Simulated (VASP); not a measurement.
Here is a VASP 6.6.1 calculation.

Contents of INCAR:

```
PREC = Accurate ; ENCUT = 1000
EDIFF = 1E-6 ; ISMEAR = -1
SIGMA = 0.02 ; LREAL = Auto
LASPH = True ; NELM = 120
ALGO = Normal ; ISIF = 2
LWAVE = False ; LCHARG = True
GGA = PE ; IVDW = 12
LELF = True ; LVHAR = True
NBANDS = 66 ; GGA_COMPAT = False
```

The input KPOINTS:

```
regular mesh
0
Gamma
  1 1 1
```

The input POSCAR:

```
HCl
1.0
    8.4901850000      0.0000000000      0.0000000000
    0.0000000000      8.4901850000      0.0000000000
    0.0000000000      0.0000000000      8.4901850000
Cl H
12 12
Direct
    0.5445124928      1.0049082216      1.0005029681
    0.3144371742      0.5281453150      0.3467791693
    0.1259183559      0.2398354120      0.6539689519
    0.1970192787      0.0940620176      0.2638295674
    0.7236340070      0.6907991107      0.8416639109
    0.1821510540      0.7866508364      0.9654923694
    0.8851687357      0.2346617082      0.9967201740
    0.7337420466      0.5038687763      0.2616307061
    0.7567464014      0.1593033305      0.4958046908
    0.4226723244      0.3890492485      0.9605686489
   -0.0009220717      0.7124008384      0.5408374460
    0.4144100966      0.8576535392      0.5898380182
    0.4098791416      0.9295813664      0.9860726483
    0.2858705709      0.4549022591      0.2148038279
   -0.0100572909      0.2158640555      0.5818431113
    0.2293811184      0.1373757497      0.4073956032
    0.7760531950      0.5593700632      0.7848521092
    0.1788219416      0.7632326826      0.8139163641
    0.9796622800      0.1921243878      0.8822674941
    0.6313855533      0.4663426476      0.1532355119
    0.7446399769      0.2776945210      0.3948489262
    0.4569435894      0.2378077850      0.9757040963
    0.1055257191      0.6497178477      0.4485513492
    0.5478265091      0.8034626801      0.6457053372
```

Potentials or basis: VASP PAW PBE potentials, release 64 (Cl, H_h).

The run is started by

```console
$ cat potpaw_PBE.64/Cl/POTCAR potpaw_PBE.64/H_h/POTCAR > POTCAR
$ mpirun -np 1 vasp_gam > vasp.out
```

Q: What does it give for the largest force?

A: 0.404 eV/Å.

Q: What does it give for the dispersion energy per atom?

A: -0.061 eV.

Q: Predict the pressure.

A: -0.3 GPa.

Stress tensor (GPa, compression positive):
```
-0.22 -0.02 -0.26
-0.02 -0.33  0.05
-0.26  0.05 -0.37
```

Caveat: the k points lie up to 0.74 Å⁻¹ apart.
